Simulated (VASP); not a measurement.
# Au (I4/mmm) in VASP: further runs, part 2 of 2

VASP 6.6.1. The steps go on from the part before.

## 3. Single point, r2SCAN (strain +0.080 along x and y, +0.000 along z)

POSCAR reads:

```
Au
1.0
   -1.7898505200      1.7898505200      1.6572690000
    1.7898505200     -1.7898505200      1.6572690000
    1.7898505200      1.7898505200     -1.6572690000
Au
1
Direct
    0.0000000000      0.0000000000      0.0000000000
```

INCAR.step1 reads:

```
SYSTEM = Au
ALGO = Normal
EDIFF = 1E-4
ENCUT = 520
GGA = PE
ISMEAR = 0
LASPH = .TRUE.
LCHARG = .FALSE.
LREAL = .FALSE.
LWAVE = .TRUE.
NBANDS = 12
NELM = 100
PREC = Accurate
SIGMA = 0.15
```

INCAR.step2 reads:

```
SYSTEM = Au
ALGO = Normal
EDIFF = 1E-7
ENCUT = 520
ISIF = 2
ISMEAR = 0
ISTART = 1
LASPH = .TRUE.
LCHARG = .FALSE.
LMIXTAU = .TRUE.
LREAL = .FALSE.
LWAVE = .FALSE.
METAGGA = R2SCAN
NBANDS = 12
NELM = 100
PREC = Accurate
SIGMA = 0.15
```

KPOINTS reads:

```
k-points
0
G
  24 24 24
  0 0 0
```

Potentials or basis: VASP PAW PBE potentials, release 64 (Au).

Command:

```console
$ cat potpaw_PBE.64/Au/POTCAR > POTCAR
$ cp INCAR.step1 INCAR
$ mpirun -np 1 vasp_std > vasp.out
$ cp INCAR.step2 INCAR
$ mpirun -np 1 vasp_std > vasp.out
```

OUTCAR:

```text
SYSTEM = Au
   EDIFF = 1E-7
   ENCUT = 520
   ISIF = 2
   ISMEAR = 0
   ISTART = 1
   LASPH = .TRUE.
   LREAL = .FALSE.
   METAGGA = R2SCAN
   NELM = 100
   PREC = Accurate

 ion  position               nearest neighbor table
   1  0.000  0.000  0.000-

  LATTYP: Found a body centered tetragonal cell.
 ALAT       =     3.5797010400
 C/A-ratio  =     0.9259259259

  Lattice vectors:

 A1 = (  -1.7898505200,   1.7898505200,   1.6572690000)
 A2 = (   1.7898505200,  -1.7898505200,   1.6572690000)
 A3 = (   1.7898505200,   1.7898505200,  -1.6572690000)

Analysis of symmetry for initial positions (statically):
=====================================================================
 Subroutine PRICEL returns:
 Original cell was already a primitive cell.

 Routine SETGRP: Setting up the symmetry group for a
 body centered tetragonal supercell.

 Subroutine GETGRP returns: Found 16 space group operations
 (whereof 16 operations were pure point group operations)
 out of a pool of 16 trial point group operations.

The static configuration has the point symmetry D_4h.

Analysis of symmetry for dynamics (positions and initial velocities):
=====================================================================
 Subroutine PRICEL returns:
 Original cell was already a primitive cell.

 Routine SETGRP: Setting up the symmetry group for a
 body centered tetragonal supercell.

 Subroutine GETGRP returns: Found 16 space group operations
 (whereof 16 operations were pure point group operations)
 out of a pool of 16 trial point group operations.

The dynamic configuration has the point symmetry D_4h.

 Subroutine INISYM returns: Found 16 space group operations
 (whereof 16 operations are pure point group operations),
 and found     1 'primitive' translations

----------------------------------------------------------------------------------------

                                     Primitive cell

[... 109 lines left out ...]
  volume/ion in A,a.u.               =      21.24       143.31
  Fermi-wavevector in a.u.,A,eV,Ry     =   1.314751  2.484519 23.518630  1.728571
  Thomas-Fermi vector in A             =   2.444982
   LORBIT       =      0    0 simple, 1 ext, 2 COOP (PROOUT), +10 PAW based schemes
   METAGGA = R2SCAN    functional components
   LHFCALC =     F    Hartree Fock is set to
   AEXX    =    0.0000 exact exchange contribution
   IVDW    =     0    specifies the selected vdW correction
   LEPSILON=     F    determine dielectric tensor
   LRPA    =     F    only Hartree local field effects (RPA)
 non-spin polarized calculation
 Gauss-broadening in eV      SIGMA  =   0.15
  energy-cutoff  :      520.00
  volume of cell :       21.24
 maximum number of plane-waves:       590
   NGX = 11   NGY = 11   NGZ = 11

 number of electron      10.9999999 magnetization

 Free energy of the ion-electron system (eV)
  ---------------------------------------------------
  ext. energy  EPLUGINS =         0.00000000
  ---------------------------------------------------
  free energy    TOTEN  =       -50.35571546 eV

  energy without entropy =      -50.35167852  energy(sigma->0) =      -50.35369699

 E-fermi :   6.1416     XC(G=0): -12.1143

 val. band max:        6.1411933192   @ k =  -0.3750   0.3750   0.2917
 cond. band min:       6.1417720292   @ k =  -0.3750   0.4583   0.1250
 fundamental gap:      0.0005787099
 Fermi energy:         6.1415788976

 k-point     1 :       0.0000    0.0000    0.0000
  band No.  band energies     occupation
      1      -1.7954      2.00000
      2       1.8185      2.00000
      3       2.1897      2.00000
      4       2.1897      2.00000
      5       3.1605      2.00000
      6       3.5861      2.00000
      7      22.7303      0.00000
      8      22.7303      0.00000
      9      24.1345      0.00000
     10      26.9999      0.00000
     11      26.9999      0.00000
     12      28.6832      0.00000
[... 331 lines left out ...]
 k-point    24 :       0.4583    0.0417   -0.0000
  band No.  band energies     occupation
      1       0.4460      2.00000
      2       1.1892      2.00000
      3       3.2773      2.00000
      4       3.7210      2.00000
      5       4.3921      2.00000
      6       6.6683      0.00000
      7       9.0056      0.00000
      8      18.2371      0.00000
      9      18.5147      0.00000
     10      25.2357      0.00000
     11      26.0894      0.00000
     12      28.7578      0.00000

 [... further k-points ...]
[... 5 lines left out ...]
  --------------------------------------------------------------------------------------
  -------------------------------------------------------------------------------------
  Total       -2.0986504     -2.0986504     -2.2048351      0.0000000      0.0000000      0.0000000
  in kB     -158.3303449   -158.3303449   -166.3413349      0.0000000      0.0000000      0.0000000
  external PRESSURE =    -161.0006749 kB  Pullay stress =       0.0000000 kB

 VOLUME and BASIS-vectors are now :
 -----------------------------------------------------------------------------
  energy-cutoff  :      520.00
  volume of cell :       21.24
      direct lattice vectors                 reciprocal lattice vectors
    -1.789850520  1.789850520  1.657269000     0.000000000  0.279352937  0.301701172
     1.789850520 -1.789850520  1.657269000     0.279352937  0.000000000  0.301701172
     1.789850520  1.789850520 -1.657269000     0.279352937  0.279352937  0.000000000

 POSITION                                       TOTAL-FORCE (eV/Angst)
 -----------------------------------------------------------------------------------
      0.00000      0.00000      0.00000         0.000000     -0.000000      0.000000
 -----------------------------------------------------------------------------------
    total drift:                                0.000000      0.000000      0.000000

  FREE ENERGIE OF THE ION-ELECTRON SYSTEM (eV)
  ---------------------------------------------------
  free  energy   TOTEN  =       -50.3557154638 eV

  energy  without entropy=      -50.3516785163  energy(sigma->0) =      -50.35369699
```

OUTCAR.step1:

```text
SYSTEM = Au
   EDIFF = 1E-4
   ENCUT = 520
   GGA = PE
   ISMEAR = 0
   LASPH = .TRUE.
[... 578 lines left out ...]
 -----------------------------------------------------------------------------------
      0.00000      0.00000      0.00000        -0.000000      0.000000     -0.000000
 -----------------------------------------------------------------------------------
    total drift:                               -0.000000      0.000000      0.000000

  FREE ENERGIE OF THE ION-ELECTRON SYSTEM (eV)
  ---------------------------------------------------
  free  energy   TOTEN  =        -3.0373189982 eV

  energy  without entropy=       -3.0330587303  energy(sigma->0) =       -3.03518886
```

Run time: 6.4 min. Hardware: 1 thread of Intel Xeon Platinum 8488C (Sapphire Rapids), shared host; peak memory 0.37 GiB.

Results:

```yaml
Free_energy: -50.3557 eV
Pressure: -16.1 GPa
```

Levels at points of the mesh, in eV from the Fermi level:
```
           k point  band 4  band 5  band 6  band 7  band 8  band 9
(0.00, 0.00, 0.00)   -3.95   -2.98   -2.56   16.59   16.59   17.99
(0.50, 0.00, 0.00)   -2.40   -1.65    0.55    2.68   12.29   12.38
(0.50, 0.50, 0.00)   -2.75   -1.71    0.17    2.11   13.54   13.99
(0.50, 0.50, 0.50)   -1.96   -1.83    5.70    5.70    7.36    7.77
```

Caveat: the cell differs from its parent crystal (strain +0.080 along x and y, +0.000 along z); the PAW data sets were made with another functional, which shifts forces and pressure a little; spin-orbit coupling is left out, which moves the levels of the heavy elements.

## 4. Single point, r2SCAN, collinear spin, ferromagnetic start

This run uses another cell than the first one, of 19.66 Å³/atom, 0.965 times its volume.

POSCAR reads:

```
Au
1.0
   -1.6572690000      1.6572690000      1.7898505200
    1.6572690000     -1.6572690000      1.7898505200
    1.6572690000      1.6572690000     -1.7898505200
Au
1
Direct
    0.0000000000      0.0000000000      0.0000000000
```

INCAR.step1 reads:

```
PREC = Accurate ; ENCUT = 550
ISMEAR = 0 ; SIGMA = 0.15
LREAL = False ; LASPH = True
NELM = 200 ; ISPIN = 2
MAGMOM = 2 ; LMAXMIX = 4
NBANDS = 16 ; GGA = PE
ALGO = Normal ; EDIFF = 1E-5
LWAVE = True ; LCHARG = False
GGA_COMPAT = False
```

INCAR.step2 reads:

```
PREC = Accurate ; ENCUT = 550
EDIFF = 1E-6 ; ISMEAR = 0
SIGMA = 0.15 ; LREAL = False
LASPH = True ; NELM = 200
ALGO = Normal ; ISIF = 2
LWAVE = False ; LCHARG = True
ISPIN = 2 ; MAGMOM = 2
LORBIT = 11 ; LMAXMIX = 4
METAGGA = R2SCAN ; LMIXTAU = True
LELF = True ; LVHAR = True
NBANDS = 16 ; ISTART = 1
GGA_COMPAT = False
```

KPOINTS reads:

```
Automatic mesh
0
Gamma
  24 24 24
```

Command:

```console
$ cat potpaw_PBE.64/Au/POTCAR > POTCAR
$ cp INCAR.step1 INCAR
$ mpirun -np 1 vasp_std > vasp.out
$ cp INCAR.step2 INCAR
$ mpirun -np 1 vasp_std > vasp.out
```

Run time: 21 min. Hardware: 1 thread of Intel Xeon 6975P-C, shared host; peak memory 0.59 GiB.

Results (log left out):

```
Free energy                                           : -50.4931 eV
Pressure                                              : -11.9 GPa
Net moment                                            : 0.00 μB per cell
Valence electrons inside the program's atomic spheres : Au 9.55
```

Stress tensor (GPa, compression positive):
```
-12.01   0.00   0.00
  0.00 -12.01   0.00
  0.00   0.00 -11.59
```

Levels at points of the mesh, in eV from the Fermi level:
Spin up:
```csv
k point,band 4,band 5,band 6,band 7,band 8,band 9
"(0.00, 0.00, 0.00)",-4.18,-3.15,-2.73,16.48,17.60,17.60
"(0.50, 0.00, 0.00)",-2.70,-1.71,-0.03,2.66,13.27,13.99
"(0.50, 0.50, 0.00)",-2.60,-1.61,0.37,3.22,12.08,12.36
"(0.50, 0.50, 0.50)",-1.91,-1.91,5.09,7.16,7.16,8.12
```
Spin down:
| k point | band 3 | band 4 | band 5 | band 6 | band 7 | band 8 | band 9 | band 10 |
| --- | --- | --- | --- | --- | --- | --- | --- | --- |
| (0.00, 0.00, 0.00) | -4.56 | -4.18 | -3.15 | -2.73 | 16.48 | 17.60 | 17.60 | 21.31 |
| (0.50, 0.00, 0.00) | -3.31 | -2.70 | -1.71 | -0.03 | 2.66 | 13.27 | 13.99 | 21.37 |
| (0.50, 0.50, 0.00) | -2.72 | -2.60 | -1.61 | 0.37 | 3.22 | 12.08 | 12.36 | 19.25 |
| (0.50, 0.50, 0.50) | -2.05 | -1.91 | -1.91 | 5.09 | 7.16 | 7.16 | 8.12 | 14.72 |

Caveat: the PAW data sets were made with another functional, which shifts forces and pressure a little; spin-orbit coupling is left out, which moves the levels of the heavy elements.

## 5. The runs side by side

| spin | cell | cutoff (eV) | gap on the mesh (eV) | pressure (GPa) |
| --- | --- | --- | --- | --- |
| off | a = 2.990 Å, angles 106.5, 106.5, 115.7°, 1 atom | 520 | none | -14.1 |
| off | a = 3.026 Å, angles 107.5, 107.5, 113.6°, 1 atom | 520 | none | -16.1 |
| collinear, ferromagnetic start | a = 2.949 Å, angles 111.6, 111.6, 105.3°, 1 atom | 550 | none | -11.9 |

Alike in all rows: task single point; level r2SCAN; potentials or basis VASP PAW PBE potentials, release 64 (Au); k mesh 24 × 24 × 24; smearing gaussian 0.15 eV.

Caveats: the PAW data sets were made with another functional, which shifts forces and pressure a little; spin-orbit coupling is left out, which moves the levels of the heavy elements.

Total energies depend on the potentials used, so only differences within one code and one set of settings carry meaning.
